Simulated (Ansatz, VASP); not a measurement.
## MnO: VASP beside Ansatz

The input INCAR:

```
PREC = Accurate ; ENCUT = 520
EDIFF = 1E-6 ; ISMEAR = -1
SIGMA = 0.05 ; LREAL = F
LASPH = T ; NELM = 150
ALGO = Normal ; ISIF = 2
LWAVE = F ; LCHARG = F
ISPIN = 2 ; MAGMOM = 4 0
LORBIT = 11 ; LMAXMIX = 4
GGA = PE ; NBANDS = 20
```

Contents of KPOINTS:

```
Automatic mesh
0
Gamma
  8 8 8
```

Contents of POSCAR:

```
MnO
1.0
    0.0000000000      2.4365134300      2.4121482957
    2.4365134300      0.0000000000      2.4121482957
    2.4365134300      2.4365134300      0.0000000000
Mn O
1 1
Direct
    0.0000000000      0.0000000000      0.0000000000
    0.2500000000      0.2500000000      0.2500000000
```

File input.yaml:

```yaml
crystal:
  lattice:
    - [0.0, 2.43651343, 2.4121482957]
    - [2.43651343, 0.0, 2.4121482957]
    - [2.43651343, 2.43651343, 0.0]
  atoms:
    - { symbol: Mn, position: [0.0, 0.0, 0.0], spin: 4.0 }
    - { symbol: O, position: [0.25, 0.25, 0.25] }
hamiltonian:
  xc: pbe
  pseudopotentials: { kind: paw }
magnetization:
  spin_polarized: true
kpoints:
  mp_grid: { grid: [8, 8, 8] }
scf:
  occupations: { method: fermi_dirac, width: 0.05 }
output:
  forces: true
  stress: true
  eigenvalues: true
  write_density: true
  write_potential: true
  elf: true
  volumetric_format: npy
```

Alike in both runs: task single point; functional PBE; k mesh 8 × 8 × 8; occupations fermi-dirac, width 0.05 eV; collinear spin.

```csv
,VASP,Ansatz
version,VASP 6.6.1,Ansatz 0.2.0
potentials or method,"VASP PAW PBE potentials, release 64 (Mn_pv, O)",Ansatz PAW
plane-wave cutoff (eV),520,420
valence electrons in the cell,19,21
```

VASP gave:

| Item | Value |
| --- | --- |
| pressure (GPa) | -3.5 |
| traceless stress, the component that is largest in VASP (GPa) | 0.17 |
| net moment per atom (μB) | 2.50 |
| size of the moment on the site where the two differ most (μB) | 4.44 |

Problem. What did Ansatz give for the same quantities?

Solution. Pressure (GPa): -3.8; traceless stress, the component that is largest in VASP (GPa): 0.18; net moment per atom (μB): 2.50; size of the moment on the site where the two differ most (μB): 4.01.

Site moments also hang on the region over which each program counts them. VASP's potentials hold 19 valence electrons a cell and Ansatz's 21, so a difference there can come from the potentials and not from the codes.
